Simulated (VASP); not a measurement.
# MoS2 (R3m) in VASP: further runs, part 2 of 2

VASP 6.6.1. The steps go on from the part before.

### 5 Single point, PBE+D3(BJ) (strain +0.000 along x and y, +0.030 along z)

Input file INCAR:

```
  PREC = Accurate
  ENCUT = 520
  EDIFF = 1E-6
  ISMEAR = 0
  SIGMA = 0.05
  LREAL = False
  LASPH = True
  NELM = 100
  ALGO = Normal
  ISIF = 2
  LWAVE = False
  LCHARG = False
  GGA = PE
  IVDW = 12
  NBANDS = 20
```

Input file KPOINTS:

```
Automatic mesh
0
Gamma
  12 12 12
```

Input file POSCAR:

```
MoS2
1.0
    1.5764743789      0.9101779070      6.1764310353
   -1.5764743789      0.9101779070      6.1764310353
    0.0000000000     -1.8203558141      6.1764310353
Mo S
1 2
Direct
    0.0000172715      0.0000172715      0.0000172715
    0.7535591261      0.7535591261      0.7535591261
    0.5797236024      0.5797236024      0.5797236024
```

The run is started by

```console
> cat potpaw_PBE.64/Mo_sv/POTCAR potpaw_PBE.64/S/POTCAR > POTCAR
> mpirun -np 1 vasp_std > vasp.out
```

Wall time 4.5 min (1 thread of AMD EPYC 9R45 (Zen 5), shared host); peak memory 0.41 GiB.

Results (log left out):

```yaml
Free_energy: -23.0438 eV
Pressure: -4.7 GPa
Largest_force: 0.809 eV/Å
Band_gap_on_the_k_mesh: 0.92 eV (least direct gap 1.84 eV)
Dispersion_energy_per_atom: -0.427 eV
```

Forces on the atoms (eV/Å):
```
Mo   0.000  0.000 -0.002
S    0.000  0.000 -0.808
S    0.000  0.000  0.809
```

Stress tensor (GPa, compression positive):
```
-2.81  0.00  0.00
 0.00 -2.81  0.00
 0.00  0.00 -8.62
```

Levels at points of the mesh, in eV from the valence-band top:
```
           k point  band 9  band 10  band 11  band 12  band 13  band 14  band 15  band 16  band 17  band 18
(0.00, 0.00, 0.00)   -2.85    -1.81    -1.81    -1.22    -1.11     2.21     2.21     2.48     2.48     5.82
(0.50, 0.00, 0.00)   -4.72    -3.55    -2.30    -1.30    -1.21     1.89     2.17     3.39     3.58     5.46
(0.50, 0.50, 0.00)   -4.40    -3.45    -2.90    -1.46    -1.11     1.84     2.33     3.08     3.87     6.17
(0.50, 0.50, 0.50)   -2.87    -2.87    -1.78    -1.78     0.00     2.30     2.30     2.35     2.35     6.00
```

Caveat: the cell differs from its parent crystal (strain +0.000 along x and y, +0.030 along z); the stress differs along the axes, from -9 to -3 GPa.

### 6 Single point, PBE+D3(BJ) (strain +0.030 along x and y, -0.030 along z)

Input file INCAR:

```
PREC = Accurate ; ENCUT = 520
EDIFF = 1E-6 ; ISMEAR = 0
SIGMA = 0.05 ; LREAL = False
LASPH = True ; NELM = 80
ALGO = Normal ; ISIF = 2
LWAVE = False ; LCHARG = False
GGA = PE ; IVDW = 12
NBANDS = 20
```

Input file KPOINTS:

```
regular mesh
0
Gamma
  12 12 12
```

Input file POSCAR:

```
MoS2
1.0
    1.6237686103      0.9374832442      5.8166389361
   -1.6237686103      0.9374832442      5.8166389361
    0.0000000000     -1.8749664885      5.8166389361
Mo S
1 2
Direct
    0.0000172715      0.0000172715      0.0000172715
    0.7535591261      0.7535591261      0.7535591261
    0.5797236024      0.5797236024      0.5797236024
```

Potentials or basis: VASP PAW PBE potentials, release 64 (Mo_sv, S).

The run is started by

```console
> cat potpaw_PBE.64/Mo_sv/POTCAR potpaw_PBE.64/S/POTCAR > POTCAR
> mpirun -np 1 vasp_std > vasp.out
```

OUTCAR:

```text
PREC = Accurate
   ENCUT = 520
   EDIFF = 1E-6
   ISMEAR = 0
   LREAL = False
   LASPH = True
   NELM = 80
   ISIF = 2
   GGA = PE
   IVDW = 12
 IVDW          = 12

 ion  position               nearest neighbor table
   1  0.000  0.000  0.000-   2 2.41   2 2.41   2 2.41   3 2.41   3 2.41   3 2.41
   2  0.754  0.754  0.754-   1 2.41   1 2.41   1 2.41
   3  0.580  0.580  0.580-   1 2.41   1 2.41   1 2.41

  LATTYP: Found a trigonal (rhomboedric) cell.
 ALAT       =     6.1113654649
 COS(alpha) =     0.8588107057

  Lattice vectors:

[... 744 lines left out ...]
 Edisp (eV)   -1.28309

 E8    (eV) :    -0.5176

  FORCE on cell =-STRESS in cart. coord.  units (eV):
  Direction    XX          YY          ZZ          XY          YZ          ZX
  --------------------------------------------------------------------------------------
  -------------------------------------------------------------------------------------
  Total      -2.27965    -2.27965     0.97279     0.00000    -0.00000     0.00000
  in kB     -68.74935   -68.74935    29.33730     0.00000    -0.00000     0.00000
  external pressure =      -36.05 kB  Pullay stress =        0.00 kB

 VOLUME and BASIS-vectors are now :
 -----------------------------------------------------------------------------
  energy-cutoff  :      520.00
  volume of cell :       53.13
      direct lattice vectors                 reciprocal lattice vectors
     1.623768610  0.937483244  5.816638936     0.307925647  0.177780955  0.057306863
    -1.623768610  0.937483244  5.816638936    -0.307925647  0.177780955  0.057306863
     0.000000000 -1.874966488  5.816638936     0.000000000 -0.355561910  0.057306863

 POSITION                                       TOTAL-FORCE (eV/Angst)
 -----------------------------------------------------------------------------------
      0.00000     -0.00000      0.00030         0.000000     -0.000000      0.000681
      0.00000     -0.00000     13.14954         0.000000     -0.000000      0.259738
      0.00000     -0.00000     10.11613         0.000000      0.000000     -0.260420
 -----------------------------------------------------------------------------------
    total drift:                                0.000000      0.000000     -0.000041

  FREE ENERGIE OF THE ION-ELECTRON SYSTEM (eV)
  ---------------------------------------------------
  free  energy   TOTEN  =       -23.0038985806 eV

  energy  without entropy=      -23.0038984360  energy(sigma->0) =      -23.00389851
```

stdout:

```text
POSCAR found type information on POSCAR MoS
 POSCAR found :  2 types and       3 ions
 scaLAPACK will be used
 LDA part: xc-table for (Slater+PW92), standard interpolation
 POSCAR, INCAR and KPOINTS ok, starting setup
 FFT: planning ... GRIDC
 FFT: planning ... GRID_SOFT
 FFT: planning ... GRID
 WAVECAR not read
 entering main loop
```

It took 4.4 min on 1 thread of AMD EPYC 9R45 (Zen 5), shared host; peak memory 0.42 GiB.

Results:

* Free energy: -23.0039 eV
* Pressure: -3.6 GPa
* Largest force: 0.260 eV/Å
* Band gap on the k mesh: 0.27 eV (least direct gap 1.42 eV)
* Dispersion energy per atom: -0.428 eV

Forces on the atoms (eV/Å):
```
Mo   0.000  0.000  0.001
S    0.000  0.000  0.260
S    0.000  0.000 -0.260
```

Levels at points of the mesh, in eV from the valence-band top:
```csv
k point,band 9,band 10,band 11,band 12,band 13,band 14,band 15,band 16,band 17,band 18
"(0.00, 0.00, 0.00)",-3.93,-2.86,-2.86,-1.20,-0.89,1.43,1.43,2.00,2.00,4.73
"(0.50, 0.00, 0.00)",-5.20,-4.45,-2.38,-2.18,-1.74,0.97,1.39,2.86,3.07,5.03
"(0.50, 0.50, 0.00)",-4.89,-4.31,-3.10,-2.50,-1.62,0.89,1.49,2.54,3.53,5.77
"(0.50, 0.50, 0.50)",-3.97,-3.74,-2.79,-2.79,0.00,1.60,1.60,1.76,1.76,4.84
```

Caveat: the cell differs from its parent crystal (strain +0.030 along x and y, -0.030 along z); the stress differs along the axes, from -7 to 3 GPa. A k mesh can miss the band edges.

### 7 The runs side by side

| cell | gap on the mesh (eV) | pressure (GPa) | largest force (eV/Å) |
| --- | --- | --- | --- |
| a = 6.087 Å, angles 29.6°, 3 atoms | 0.69 | 10.9 | 1.24 |
| a = 6.337 Å, angles 27.9°, 3 atoms | 0.93 | 7.3 | 0.19 |
| a = 6.353 Å, angles 28.7°, 3 atoms | 0.86 | -2.5 | 0.42 |
| a = 6.439 Å, angles 28.3°, 3 atoms | 0.92 | -4.7 | 0.81 |
| a = 6.111 Å, angles 30.8°, 3 atoms | 0.27 | -3.6 | 0.26 |

Alike in all rows: task single point; level PBE+D3(BJ); potentials or basis VASP PAW PBE potentials, release 64 (Mo_sv, S); no spin polarisation; k mesh 12 × 12 × 12; cutoff (eV) 520; smearing gaussian 0.05 eV.

Caveats: the cell stands under pressure (at least some runs); forces of over 1 eV/Å act on the atoms, so gaps and moduli don't describe the material at rest (at least some runs); the stress differs along the axes, from 2 to 10 GPa (at least some runs); the stress differs along the axes, from -9 to -3 GPa (at least some runs); the stress differs along the axes, from -7 to 3 GPa (at least some runs).

Total energies depend on the potentials used, so only differences within one code and one set of settings carry meaning.
